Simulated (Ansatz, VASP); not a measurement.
**HgTe in VASP and in Ansatz**

Contents of INCAR:

```
PREC = Accurate
ENCUT = 520
EDIFF = 1E-6
ISMEAR = 0
SIGMA = 0.15
LREAL = F
LASPH = T
NELM = 60
ALGO = Normal
ISIF = 2
LWAVE = F
LCHARG = F
GGA = PE
NBANDS = 16
```

KPOINTS

```
Automatic mesh
0
Gamma
  14 14 14
```

Contents of POSCAR:

```
HgTe
1.0
    0.0000000000      3.2235000000      3.1751475000
    3.2235000000      0.0000000000      3.1751475000
    3.2235000000      3.2235000000      0.0000000000
Hg Te
1 1
Direct
    0.0000000000      0.0000000000      0.0000000000
    0.7500000000      0.7500000000      0.7500000000
```

Input for Ansatz:

```yaml
crystal:
  lattice:
    - [0.0, 3.2235, 3.1751475]
    - [3.2235, 0.0, 3.1751475]
    - [3.2235, 3.2235, 0.0]
  atoms:
    - { symbol: Hg, position: [0.0, 0.0, 0.0] }
    - { symbol: Te, position: [0.75, 0.75, 0.75] }
basis:
  ecutwfc: 420
kpoints:
  mp_grid: { grid: [14, 14, 14] }
hamiltonian:
  xc: pbe
scf:
  occupations: { method: gaussian, width: 0.15 }
output:
  forces: true
  stress: true
  eigenvalues: true
```

Change from the starting cell: strain +0.000 along x and y, -0.015 along z, atoms carried along.

Alike in both runs: task single point; functional PBE; k mesh 14 × 14 × 14; occupations gaussian, width 0.15 eV; no spin polarisation.

|  | VASP | Ansatz |
| --- | --- | --- |
| version | VASP 6.6.1 | Ansatz 0.2.0 |
| potentials or method | VASP PAW PBE potentials, release 64 (Hg, Te), cutoff 520 eV | scalar-relativistic, plane waves, PAW |
| valence electrons in the cell | 18 | 36 |

|  | VASP | Ansatz | Ansatz less VASP |
| --- | --- | --- | --- |
| gap on the k mesh at the Fermi level (eV) | none | none | - |
| pressure (GPa) | 5.0 | 4.9 | -0.08 |
| traceless stress, the component that is largest in VASP (GPa) | 0.11 | 0.11 | 0.000 |

A gap of «none» marks a metal or a gap that the smearing closes. The functional is the same, so the differences come from potentials, cutoffs and numerics. VASP's potentials hold 18 valence electrons a cell and Ansatz's 36, so a difference there can come from the potentials and not from the codes.

Neither program's run includes spin-orbit coupling.
